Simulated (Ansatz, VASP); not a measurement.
## Two plane-wave programs on Si

INCAR

```
ALGO = Normal
EDIFF = 1E-7
EDIFFG = -0.005
ENCUT = 500
GGA = PS
GGA_COMPAT = False
IBRION = 2
ISIF = 3
ISMEAR = -1
LASPH = True
LCHARG = False
LREAL = False
LWAVE = False
NELM = 120
NELMIN = 4
NSW = 60
PREC = Accurate
SIGMA = 0.1
```

Contents of KPOINTS:

```
k-points
0
Gamma
  17 17 17
```

Contents of POSCAR:

```
Si
1.0
    0.0000000000      2.0000000000      2.0000000000
    2.0000000000      0.0000000000      2.0000000000
    2.0000000000      2.0000000000      0.0000000000
Si
1
Direct
    0.0000000000      0.0000000000      0.0000000000
```

Input for Ansatz:

```yaml
crystal:
  lattice:
    - [0.0, 2.0, 2.0]
    - [2.0, 0.0, 2.0]
    - [2.0, 2.0, 0.0]
  atoms:
    - { symbol: Si, position: [0.0, 0.0, 0.0] }
kpoints:
  mp_grid: { grid: [17, 17, 17] }
scf:
  occupations: { method: fermi_dirac, width: 0.1 }
hamiltonian:
  xc: pbesol
  pseudopotentials: { kind: paw }
output:
  forces: true
  stress: true
relax:
  f_tol: 0.005
  max_steps: 40
  cell: {}
```

Alike in both runs: task relaxation of cell and atoms; functional PBEsol; k mesh 17 × 17 × 17; occupations fermi-dirac, width 0.1 eV; no spin polarisation.

```csv
,VASP,Ansatz
version,VASP 6.6.1,Ansatz 0.2.0
potentials or method,"VASP PAW PBE potentials, release 64 (Si)","PAW with Ansatz's default frozen-core files, scalar-relativistic"
plane-wave cutoff (eV),500,420
valence electrons in the cell,4,4
```

Ansatz gave:

| Property | Result |
| --- | --- |
| relaxed volume (Å³/atom) | 14.08 |
| relaxed cell length with the largest relative difference (Å) | 2.711 |

**Question.** Estimate VASP's values.

**Answer.** Relaxed volume (Å³/atom): 14.10; relaxed cell length with the largest relative difference (Å): 2.712.

VASP's potentials were made for PBE, not for PBEsol.
